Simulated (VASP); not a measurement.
## Cu12O: single point with PBE

System: Cu12O, a slab with vacuum.

```xyz
13
Lattice="5.1320 0.0000 0.0000 0.0000 5.1320 0.0000 0.0000 0.0000 19.0279" Properties=species:S:1:pos:R:3 pbc="T T T"
Cu    1.2830    1.2830    4.0000
Cu    1.2830    3.8490    4.0000
Cu    3.8490    1.2830    4.0000
Cu    3.8490    3.8490    4.0000
Cu    0.0000    0.0000    5.7640
Cu    0.0000    2.5660    5.7640
Cu    2.5660    0.0000    5.7640
Cu    2.5660    2.5660    5.7640
Cu    1.2830    1.2830    7.5279
Cu    1.2830    3.8490    7.5279
Cu    3.8490    1.2830    7.5279
Cu    3.8490    3.8490    7.5279
O     1.7107    1.7107    9.1293
```

```
Program             : VASP 6.6.1
Task                : single point
Functional          : PBE
Potentials or basis : VASP PAW PBE potentials, release 64 (Cu_sv_GW, O)
Cutoff              : 610 eV
k mesh              : 5 × 5 × 1
Occupations         : gaussian, width 0.1 eV
Spin                : no spin polarisation
```

```
Largest force          : 0.898 eV/Å
Band gap on the k mesh : zero (bands 117 and 118 overlap by 0.60 eV)
```

Forces on the atoms (eV/Å):
```
Cu   0.017  0.017  0.024
Cu  -0.003 -0.018 -0.012
Cu  -0.018 -0.003 -0.012
Cu   0.002  0.002 -0.008
Cu   0.036  0.036 -0.029
Cu  -0.047 -0.033 -0.115
Cu  -0.033 -0.047 -0.115
Cu   0.047  0.047 -0.201
Cu  -0.458 -0.458 -0.277
Cu   0.034 -0.228  0.391
Cu  -0.228  0.034  0.391
Cu   0.018  0.018 -0.101
O    0.634  0.634  0.065
```

Levels at points of the mesh, in eV from the Fermi level:
```
           k point  band 114  band 115  band 116  band 117  band 118  band 119  band 120  band 121
(0.00, 0.00, 0.00)     -0.90     -0.26     -0.20     -0.06     -0.06      0.02      0.60      0.91
```

Run time: 55 min on 1 thread of Intel(R) Xeon(R) 6975P-C (Granite Rapids), on a shared host, peak memory 0.93 GiB.

With open d or f shells a metallic result of PBE can be an artefact of self-interaction; +U or a hybrid may open a gap.
